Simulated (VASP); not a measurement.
Wanted: the native input for a VASP 6.6.1 run.

```
Task                   : single point
Functional             : PBE
Dispersion             : D3(BJ)
Potentials or basis    : VASP PAW PBE potentials, release 64 (Rh_pv)
Cutoff                 : 500 eV
k mesh                 : 13 × 13 × 13
Occupations            : methfessel-paxton, width 0.1 eV
Spin                   : no spin polarisation
Dipole correction      : no
Further INCAR settings : ALGO = Normal; EDIFF = 1e-06; NBANDS = 14
```

The structure of Rh lies in POSCAR:

```
Rh
1.0
    0.0000000000      1.9228245745      1.9228245745
    1.9228245745      0.0000000000      1.9228245745
    1.9228245745      1.9228245745      0.0000000000
Rh
1
Direct
    0.0000000000      0.0000000000      0.0000000000
```

These files were run (other wordings do the same):

INCAR

```
PREC = Accurate
ENCUT = 500
EDIFF = 1E-6
ISMEAR = 1
SIGMA = 0.1
LREAL = False
LASPH = True
NELM = 120
ALGO = Normal
ISIF = 2
LWAVE = False
LCHARG = False
GGA = PE
IVDW = 12
NBANDS = 14
GGA_COMPAT = False
```

KPOINTS

```
Automatic mesh
0
Gamma
  13 13 13
```

Potentials or basis: VASP PAW PBE potentials, release 64 (Rh_pv).

Run with:

```bash
$ cat potpaw_PBE.64/Rh_pv/POTCAR > POTCAR
$ mpirun -np 1 vasp_std > vasp.out
```

It gave:

```
Pressure                   : -10.2 GPa
Band gap on the k mesh     : zero (an odd number of electrons rules out a gap without spin polarisation)
Dispersion energy per atom : -0.625 eV
```

Caveat: the cell stands under tension.

It took 23 s on 1 thread of Intel Xeon 8259CL (shared host), peak memory 0.14 GiB.
